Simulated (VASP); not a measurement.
# MnSi (P2_13) in VASP: notebook

The runs below take MnSi through single point, relaxation of cell and atoms, with LDA.

Everything below comes from runs of VASP 6.6.1. Logs are shortened: lines on timing, memory, paths and dates and some standing lists are left out, and cuts for length are marked.

## 1. The cell of the first run

The structure is cubic, space group P2_13 (No. 198). Conventional cell: a = 4.418 Å, b = 4.418 Å, c = 4.418 Å, α = 90.00°, β = 90.00°, γ = 90.00°. Within 3.0 Å of Mn (site symmetry 3) lie 7 Si at 2.24 to 2.46 Å and 6 Mn at 2.71 Å. Si (site symmetry 3) has 7 Mn at 2.24 to 2.46 Å and 6 Si at 2.73 Å within 3.0 Å.

## 2. Single point, LDA

Input file INCAR:

```
SYSTEM = MnSi
PREC = Accurate ; ENCUT = 520
EDIFF = 1E-7 ; ISMEAR = 0
SIGMA = 0.1 ; LREAL = .False.
LASPH = .True. ; NELM = 100
ALGO = Normal ; ISIF = 2
LWAVE = .False. ; LCHARG = .False.
NBANDS = 44
```

Input file KPOINTS:

```
regular mesh
0
Gamma
  4 4 4
  0 0 0
```

Input file POSCAR:

```
MnSi
1.0
    4.4184114511      0.0000000000      0.0000000000
    0.0000000000      4.4184114511      0.0000000000
    0.0000000000      0.0000000000      4.4184114511
Mn Si
4 4
Direct
    0.3621833213      0.1378166787      0.8621833213
    0.1378166787      0.8621833213      0.3621833213
    0.8621833213      0.3621833213      0.1378166787
    0.6378166787      0.6378166787      0.6378166787
    0.6544922303      0.8455077697      0.1544922303
    0.8455077697      0.1544922303      0.6544922303
    0.1544922303      0.6544922303      0.8455077697
    0.3455077697      0.3455077697      0.3455077697
```

Potentials or basis: VASP PAW LDA potentials, release 64 (Mn_pv, Si).

Started as:

```bash
> cat potpaw_LDA.64/Mn_pv/POTCAR potpaw_LDA.64/Si/POTCAR > POTCAR
> mpirun -np 1 vasp_std > vasp.out
```

OUTCAR:

```text
SYSTEM = MnSi
   PREC = Accurate
   ENCUT = 520
   EDIFF = 1E-7
   ISMEAR = 0
   LREAL = .False.
   LASPH = .True.
   NELM = 100
   ISIF = 2

 ion  position               nearest neighbor table
   1  0.362  0.138  0.862-   5 2.24   8 2.33   7 2.33   6 2.33   7 2.46   8 2.46   6 2.46   2 2.71
                             2 2.71   3 2.71   4 2.71   3 2.71   4 2.71
   2  0.138  0.862  0.362-   6 2.24   7 2.33   5 2.33   8 2.33   5 2.46   7 2.46   8 2.46   1 2.71
                             1 2.71   3 2.71   3 2.71   4 2.71   4 2.71
   3  0.862  0.362  0.138-   7 2.24   6 2.33   5 2.33   8 2.33   6 2.46   5 2.46   8 2.46   1 2.71
                             4 2.71   2 2.71   2 2.71   1 2.71   4 2.71
   4  0.638  0.638  0.638-   8 2.24   5 2.33   7 2.33   6 2.33   6 2.46   5 2.46   7 2.46   2 2.71
                             3 2.71   1 2.71   3 2.71   1 2.71   2 2.71
   5  0.654  0.846  0.154-   1 2.24   4 2.33   3 2.33   2 2.33   3 2.46   4 2.46   2 2.46   8 2.73
                             6 2.73   6 2.73   8 2.73   7 2.73   7 2.73
   6  0.846  0.154  0.654-   2 2.24   3 2.33   1 2.33   4 2.33   1 2.46   3 2.46   4 2.46   8 2.73
                             5 2.73   5 2.73   7 2.73   7 2.73   8 2.73
   7  0.154  0.654  0.846-   3 2.24   2 2.33   1 2.33   4 2.33   2 2.46   1 2.46   4 2.46   8 2.73
                             8 2.73   5 2.73   6 2.73   6 2.73   5 2.73
   8  0.346  0.346  0.346-   4 2.24   1 2.33   3 2.33   2 2.33   2 2.46   1 2.46   3 2.46   5 2.73
                             6 2.73   7 2.73   7 2.73   5 2.73   6 2.73

  LATTYP: Found a simple cubic cell.
 ALAT       =     4.4184114511

  Lattice vectors:

 A1 = (   4.4184114511,   0.0000000000,   0.0000000000)
 A2 = (   0.0000000000,   4.4184114511,   0.0000000000)
 A3 = (   0.0000000000,   0.0000000000,   4.4184114511)

Analysis of symmetry for initial positions (statically):
=====================================================================
 Subroutine PRICEL returns:
 Original cell was already a primitive cell.

 Routine SETGRP: Setting up the symmetry group for a
 simple cubic supercell.

 Subroutine GETGRP returns: Found 12 space group operations
 (whereof  3 operations were pure point group operations)
 out of a pool of 48 trial point group operations.

The static configuration has the point symmetry C_3 .
 The point group associated with its full space group is T   .

Analysis of symmetry for dynamics (positions and initial velocities):
=====================================================================
 Subroutine PRICEL returns:
 Original cell was already a primitive cell.

 Routine SETGRP: Setting up the symmetry group for a
 simple cubic supercell.

 Subroutine GETGRP returns: Found 12 space group operations
 (whereof  3 operations were pure point group operations)
 out of a pool of 48 trial point group operations.

The dynamic configuration has the point symmetry C_3 .
 The point group associated with its full space group is T   .

 Subroutine INISYM returns: Found 12 space group operations
 (whereof  3 operations are pure point group operations),
 and found     1 'primitive' translations

----------------------------------------------------------------------------------------

                                     Primitive cell

  volume of cell :      86.2578

  direct lattice vectors                    reciprocal lattice vectors
     4.418411451  0.000000000  0.000000000     0.226325685  0.000000000  0.000000000
     0.000000000  4.418411451  0.000000000     0.000000000  0.226325685  0.000000000
     0.000000000  0.000000000  4.418411451     0.000000000  0.000000000  0.226325685

  length of vectors
     4.418411451  4.418411451  4.418411451     0.226325685  0.226325685  0.226325685

  position of ions in fractional coordinates (direct lattice)
     0.362183321  0.137816679  0.862183321
     0.137816679  0.862183321  0.362183321
     0.862183321  0.362183321  0.137816679
     0.637816679  0.637816679  0.637816679
     0.654492230  0.845507770  0.154492230
     0.845507770  0.154492230  0.654492230
     0.154492230  0.654492230  0.845507770
     0.345507770  0.345507770  0.345507770

  ion indices of the primitive-cell ions
   primitive index   ion index
                 1           1
                 2           2
                 3           3
                 4           4
                 5           5
                 6           6
                 7           7
                 8           8

----------------------------------------------------------------------------------------

 KPOINTS: regular mesh

Automatic generation of k-mesh.
 Grid dimensions read from file:
 generate k-points for:    4    4    4

 Generating k-lattice:

  Cartesian coordinates                     Fractional coordinates (reciprocal lattice)
     0.056581421  0.000000000  0.000000000     0.250000000  0.000000000  0.000000000
     0.000000000  0.056581421  0.000000000     0.000000000  0.250000000  0.000000000
     0.000000000  0.000000000  0.056581421     0.000000000  0.000000000  0.250000000

  Length of vectors
     0.056581421  0.056581421  0.056581421

  Shift w.r.t. Gamma in fractional coordinates (k-lattice)
     0.000000000  0.000000000  0.000000000

 Subroutine IBZKPT returns following result:
 ===========================================

 Found     11 irreducible k-points:

 Following reciprocal coordinates:
            Coordinates               Weight
  0.000000  0.000000  0.000000      1.000000
  0.250000  0.000000  0.000000      6.000000
  0.500000  0.000000  0.000000      3.000000
  0.250000  0.250000  0.000000     12.000000
  0.500000  0.250000  0.000000      6.000000
 -0.250000  0.500000  0.000000      6.000000
  0.500000  0.500000  0.000000      3.000000
  0.250000  0.250000  0.250000      8.000000
  0.500000  0.250000  0.250000     12.000000
  0.500000  0.500000  0.250000      6.000000
  0.500000  0.500000  0.500000      1.000000
   k-points           NKPTS =     11   k-points in BZ     NKDIM =     11   number of bands    NBANDS=     44
   number of dos      NEDOS =    301   number of ions     NIONS =      8
   total plane-waves  NPLWV =  46656
   dimension x,y,z NGX =    36 NGY =   36 NGZ =   36
   dimension x,y,z NGXF=    72 NGYF=   72 NGZF=   72
   ions per type =               4   4
   NGX,Y,Z   is equivalent  to a cutoff of  13.55, 13.55, 13.55 a.u.
   NGXF,Y,Z  is equivalent  to a cutoff of  27.09, 27.09, 27.09 a.u.
 SYSTEM =  MnSi
   PREC   = accura    normal or accurate (medium, high low for compatibility)
   ISTART =      0    job   : 0-new  1-cont  2-samecut
   ICHARG =      2    charge: 1-file 2-atom 10-const
   ISPIN  =      1    spin polarized calculation?
   LNONCOLLINEAR =      F non collinear calculations
   LSORBIT =      F    spin-orbit coupling
   LASPH  =      T    aspherical Exc in radial PAW
   ENCUT  =  520.0 eV  38.22 Ry    6.18 a.u.   8.22  8.22  8.22*2*pi/ulx,y,z
   NELM   =    100;   NELMIN=  2; NELMDL= -5     # of ELM steps
   EDIFF  = 0.1E-06   stopping-criterion for ELM
   LREAL  =      F    real-space projection
   EDIFFG = 0.1E-05   stopping-criterion for IOM
   NSW    =      0    number of steps for IOM
   IBRION =     -1    ionic relax: 0-MD 1-quasi-New 2-CG
   NFREE  =      0    steps in history (QN), initial steepest desc. (CG)
   ISIF   =      2    stress and relaxation
   ISYM   =      2    0-nonsym 1-usesym 2-fastsym
   POTIM  = 0.5000    time-step for ionic-motion
   TEBEG  =    0.0;   TEEND  =   0.0 temperature during run
   PSTRESS=    0.0 pullay stress
   NELECT =      68.0000    total number of electrons
   NUPDOWN=      -1.0000    fix difference up-down
   EMIN   =  10.00;   EMAX   =-10.00  energy-range for DOS
   EFERMI =   0.00;   METHOD = LEGACY
   ISMEAR =     0;   SIGMA  =   0.10  broadening in eV -4-tet -1-fermi 0-gaus
   EFERMI_NEDOS =   21; number of points for ismear=-14 and -15
   IALGO  =     38    algorithm
   IMIX   =      4    mixing-type and parameters
     AMIX     =   0.40;   BMIX     =  1.00
     AMIX_MAG =   1.60;   BMIX_MAG =  1.00
  volume/ion in A,a.u.               =      10.78        72.76
  Fermi-wavevector in a.u.,A,eV,Ry     =   1.512324  2.857879 31.118229  2.287125
  Thomas-Fermi vector in A             =   2.622264
   LORBIT       =      0    0 simple, 1 ext, 2 COOP (PROOUT), +10 PAW based schemes
   GGA     = CA    functional components
   LHFCALC =     F    Hartree Fock is set to
   AEXX    =    0.0000 exact exchange contribution
   IVDW    =     0    specifies the selected vdW correction
   LEPSILON=     F    determine dielectric tensor
   LRPA    =     F    only Hartree local field effects (RPA)
 non-spin polarized calculation
 Gauss-broadening in eV      SIGMA  =   0.10
  energy-cutoff  :      520.00
  volume of cell :       86.26
 maximum number of plane-waves:      2360
 NGX is ok and might be reduce to    36
   NGX = 17   NGY = 17   NGZ = 17

 number of electron      67.9999971 magnetization

 Free energy of the ion-electron system (eV)
  ---------------------------------------------------
  ext. energy  EPLUGINS =         0.00000000
  ---------------------------------------------------
  free energy    TOTEN  =       -68.78113382 eV

  energy without entropy =      -68.73568598  energy(sigma->0) =      -68.75840990

 E-fermi :  11.8722     XC(G=0): -13.3731

 val. band max:       11.8266209687   @ k =   0.5000   0.5000   0.2500
 cond. band min:      11.8884873183   @ k =   0.2500   0.0000   0.0000
 fundamental gap:      0.0618663496
 Fermi energy:        11.8722252955

 k-point     1 :       0.0000    0.0000    0.0000
  band No.  band energies     occupation
      1     -35.4840      2.00000
      2     -35.4840      2.00000
      3     -35.4840      2.00000
      4     -35.4406      2.00000
      5     -35.4406      2.00000
      6     -35.4406      2.00000
[... 36 lines left out ...]
     43      16.1868      0.00000
     44      16.1868      0.00000
[... 429 lines left out ...]
      4     -35.5024      2.00000
      5     -35.3662      2.00000
      6     -35.3662      2.00000
[... 36 lines left out ...]
     43      17.7824      0.00000
     44      17.7824      0.00000

------------------------ aborting loop because EDIFF is reached ----------------------------------------

  FORCE on cell =-STRESS in cart. coord.  units (eV):
  Direction    XX          YY          ZZ          XY          YZ          ZX
  --------------------------------------------------------------------------------------
  -------------------------------------------------------------------------------------
  Total        0.3545327      0.3545327      0.3545327      0.0000000      0.0000000      0.0000000
  in kB        6.5851924      6.5851924      6.5851924      0.0000000      0.0000000      0.0000000
  external PRESSURE =       6.5851924 kB  Pullay stress =       0.0000000 kB

 VOLUME and BASIS-vectors are now :
 -----------------------------------------------------------------------------
  energy-cutoff  :      520.00
  volume of cell :       86.26
      direct lattice vectors                 reciprocal lattice vectors
     4.418411451  0.000000000  0.000000000     0.226325685  0.000000000  0.000000000
     0.000000000  4.418411451  0.000000000     0.000000000  0.226325685  0.000000000
     0.000000000  0.000000000  4.418411451     0.000000000  0.000000000  0.226325685

 POSITION                                       TOTAL-FORCE (eV/Angst)
 -----------------------------------------------------------------------------------
      1.60027      0.60893      3.80948        -0.009454      0.009454     -0.009454
      0.60893      3.80948      1.60027         0.009454     -0.009454     -0.009454
      3.80948      1.60027      0.60893        -0.009454     -0.009454      0.009454
      2.81814      2.81814      2.81814         0.009454      0.009454      0.009454
      2.89182      3.73580      0.68261         0.000872     -0.000872      0.000872
      3.73580      0.68261      2.89182        -0.000872      0.000872      0.000872
      0.68261      2.89182      3.73580         0.000872      0.000872     -0.000872
      1.52660      1.52660      1.52660        -0.000872     -0.000872     -0.000872
 -----------------------------------------------------------------------------------
    total drift:                               -0.000000      0.000000      0.000000

  FREE ENERGIE OF THE ION-ELECTRON SYSTEM (eV)
  ---------------------------------------------------
  free  energy   TOTEN  =       -68.7811338231 eV

  energy  without entropy=      -68.7356859807  energy(sigma->0) =      -68.75840990
```

Run time: 71 s. Hardware: 1 thread of AMD EPYC 7R43 (Zen 3), shared host; peak memory 0.14 GiB.

What came out:

```yaml
Free_energy: -68.7811 eV
Pressure: 0.7 GPa
Largest_force: 0.016 eV/Å
Band_gap_on_the_k_mesh: zero (bands 34 and 35 overlap by 0.41 eV)
```

Forces in eV/Å, atoms in the order of the input:
```
Mn  -0.009  0.009 -0.009
Mn   0.009 -0.009 -0.009
Mn  -0.009 -0.009  0.009
Mn   0.009  0.009  0.009
Si   0.001 -0.001  0.001
Si  -0.001  0.001  0.001
Si   0.001  0.001 -0.001
Si  -0.001 -0.001 -0.001
```

Levels at points of the mesh, in eV from the Fermi level:
```
           k point  band 30  band 31  band 32  band 33  band 34  band 35  band 36  band 37  band 38  band 39
(0.00, 0.00, 0.00)    -1.69    -1.69     0.24     0.24     0.24     0.41     0.41     1.37     1.37     1.37
(0.50, 0.00, 0.00)    -1.56    -0.84    -0.84     0.04     0.04     0.52     0.52     0.79     0.79     2.42
(0.50, 0.50, 0.00)    -1.05    -0.90    -0.90    -0.61    -0.61     0.06     0.06     1.29     1.29     1.88
(0.50, 0.50, 0.50)    -0.42    -0.42    -0.42    -0.15    -0.15    -0.15    -0.15     1.10     1.10     1.10
```

Caveat: the run has no spin polarisation, though such a crystal can be magnetic.

## 3. Relaxation of cell and atoms, LDA

This run uses another cell than the first one, of 11.27 Å³/atom.

Input file INCAR:

```
  ALGO = Normal
  EDIFF = 1E-7
  EDIFFG = -0.05
  ENCUT = 600
  IBRION = 2
  ISIF = 3
  ISMEAR = 0
  LASPH = T
  LCHARG = F
  LREAL = F
  LWAVE = F
  NELM = 100
  NSW = 100
  PREC = Accurate
  SIGMA = 0.1
```

Input file KPOINTS:

```
k-points
0
Gamma
  4 4 4
```

Input file POSCAR:

```
MnSi
1.0
    4.4842451800      0.0000000000      0.0000000000
    0.0000000000      4.4842451800      0.0000000000
    0.0000000000      0.0000000000      4.4842451800
Mn Si
4 4
Direct
    0.3635403900      0.1364596100      0.8635403900
    0.1364596100      0.8635403900      0.3635403900
    0.8635403900      0.3635403900      0.1364596100
    0.6364596100      0.6364596100      0.6364596100
    0.6542152300      0.8457847700      0.1542152300
    0.8457847700      0.1542152300      0.6542152300
    0.1542152300      0.6542152300      0.8457847700
    0.3457847700      0.3457847700      0.3457847700
```

Potentials or basis: VASP PAW LDA potentials, release 64 (Mn_pv, Si).

Started as:

```bash
> cat potpaw_LDA.64/Mn_pv/POTCAR potpaw_LDA.64/Si/POTCAR > POTCAR
> mpirun -np 1 vasp_std > vasp.out
```

Wall time 4.7 min (1 thread of AMD EPYC 7R43 (Zen 3), shared host); peak memory 0.15 GiB.

It converged, with:

```
Free energy                           : -68.7845 eV
Relaxed volume                        : 10.81 Å³/atom
Relaxed cell                          : a = 4.422 Å, b = 4.422 Å, c = 4.422 Å, α = 90.00°, β = 90.00°, γ = 90.00°
Space group after relaxing (to 0.1 Å) : P2_13 (No. 198)
Energy gained by relaxing             : 14.4 meV/atom
Ionic steps                           : 5
Pressure after relaxing               : 0.0 GPa
Largest force after relaxing          : 0.038 eV/Å
Band gap on the k mesh                : zero (bands 34 and 35 overlap by 0.41 eV)
```

Forces in eV/Å, atoms in the order of the input:
```
Mn  -0.022  0.022 -0.022
Mn   0.022 -0.022 -0.022
Mn  -0.022 -0.022  0.022
Mn   0.022  0.022  0.022
Si  -0.009  0.009 -0.009
Si   0.009 -0.009 -0.009
Si  -0.009 -0.009  0.009
Si   0.009  0.009  0.009
```

The path:
| step | energy change (eV) | largest force (eV/Å) | pressure (GPa) | volume (Å³) |
| --- | --- | --- | --- | --- |
| 1 | 0.0000 | 0.1004 | -9.52 | 90.17 |
| 2 | 0.1282 | 0.4400 | 16.71 | 81.71 |
| 3 | -0.1117 | 0.1856 | -0.13 | 86.61 |
| 4 | -0.1118 | 0.1888 | 0.08 | 86.54 |
| 5 | -0.1154 | 0.0384 | 0.05 | 86.46 |

Final structure:
```
Mn Si
1.0
     4.42190    0.00000    0.00000
     0.00000    4.42190    0.00000
     0.00000    0.00000    4.42190
Mn Si
4 4
Direct
  0.36242 0.13758 0.86242
  0.13758 0.86242 0.36242
  0.86242 0.36242 0.13758
  0.63758 0.63758 0.63758
  0.65466 0.84534 0.15466
  0.84534 0.15466 0.65466
  0.15466 0.65466 0.84534
  0.34534 0.34534 0.34534
```

Levels at points of the mesh, in eV from the Fermi level:
```
           k point  band 32  band 33  band 34  band 35  band 36  band 37
(0.00, 0.00, 0.00)     0.24     0.24     0.24     0.41     0.41     1.37
(0.50, 0.00, 0.00)    -0.84     0.04     0.04     0.51     0.51     0.79
(0.50, 0.50, 0.00)    -0.90    -0.61    -0.61     0.06     0.06     1.29
(0.50, 0.50, 0.50)    -0.42    -0.14    -0.14    -0.14    -0.14     1.10
```

Caveat: the run has no spin polarisation, though such a crystal can be magnetic; the relaxation stopped at a loose force limit of 0.05 eV/Å, so its end isn't a converged minimum.

The gap in the log of VASP goes by the Fermi energy; the results here count the filled bands.